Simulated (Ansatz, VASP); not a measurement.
GeSb2Te4 in VASP and in Ansatz

INCAR

```
SYSTEM = GeSb2Te4
PREC     = Accurate       ! precision mode
ENCUT    = 520            ! plane-wave cutoff, eV
EDIFF    = 1E-6           ! SCF threshold, eV
ISMEAR   = 0              ! smearing method
SIGMA    = 0.15           ! smearing width, eV
LREAL    = .False.        ! projectors in reciprocal space
LASPH    = .True.         ! aspherical terms in the spheres
NELM     = 80             ! most SCF steps
ALGO     = Normal         ! electronic algorithm
ISIF     = 2              ! what is computed and relaxed
LWAVE    = .False.        ! write WAVECAR
LCHARG   = .True.         ! write CHGCAR
GGA      = PE             ! functional
LELF     = .True.         ! ELF
LVHAR    = .True.       
NBANDS   = 33             ! bands
```

KPOINTS

```
Automatic mesh
0
Gamma
  10 10 10
  0 0 0
```

POSCAR

```
GeSb2Te4
1.0
   -3.0583613265      3.0583613265      6.0658885767
    3.0583613265     -3.0583613265      6.0658885767
    3.0583613265      3.0583613265     -6.0658885767
Ge Sb Te
1 2 4
Direct
    0.0000000000      0.0000000000      0.0000000000
    0.5000000000      0.5000000000      0.0000000000
    0.2500000000      0.7500000000      0.5000000000
    0.5034776083      0.0034776083      0.5000000000
    0.2461633356      0.2461633356      0.0000000000
    0.9965223917      0.4965223917      0.5000000000
    0.7538366644      0.7538366644      0.0000000000
```

Input for Ansatz:

```yaml
crystal:
  lattice:
    - [-3.0583613243, 3.0583613243, 6.0658885736]
    - [3.0583613243, -3.0583613243, 6.0658885736]
    - [3.0583613243, 3.0583613243, -6.0658885736]
  atoms:
    - { symbol: Ge, position: [0.0, 0.0, 0.0] }
    - { symbol: Sb, position: [0.5, 0.5, 0.0] }
    - { symbol: Sb, position: [0.25, 0.75, 0.5] }
    - { symbol: Te, position: [0.5034776084, 0.0034776084, 0.5] }
    - { symbol: Te, position: [0.2461633354, 0.2461633354, 0.0] }
    - { symbol: Te, position: [0.9965223916, 0.4965223916, 0.5] }
    - { symbol: Te, position: [0.7538366646, 0.7538366646, 0.0] }
basis:
  ecutwfc: 420
kpoints:
  mp_grid: { grid: [10, 10, 10] }
hamiltonian:
  xc: pbe
scf:
  occupations: { method: gaussian, width: 0.15 }
output:
  forces: true
  stress: true
  eigenvalues: true
```

Alike in both runs: task single point; functional PBE; k mesh 10 × 10 × 10; occupations gaussian, width 0.15 eV; no spin polarisation.

```csv
,VASP,Ansatz
version,VASP 6.6.1,Ansatz 0.2.0
potentials or method,"VASP PAW PBE potentials, release 64 (Ge_d, Sb, Te), cutoff 520 eV","scalar-relativistic, plane waves, PAW"
valence electrons in the cell,48,108
```

VASP gave:

- gap on the k mesh at the Fermi level (eV): none
- pressure (GPa): 0.0
- rms of the force components (eV/Å): 0.002

Problem. Estimate Ansatz's values.

Solution. gap on the k mesh at the Fermi level (eV): none; pressure (GPa): 0.0; rms of the force components (eV/Å): 0.003.

Atom by atom the forces differ by 0.001 eV/Å (rms over components). A gap of «none» marks a metal or a gap that the smearing closes. VASP's potentials hold 48 valence electrons a cell and Ansatz's 108, so a difference there can come from the potentials and not from the codes.

Spin-orbit coupling is off throughout.
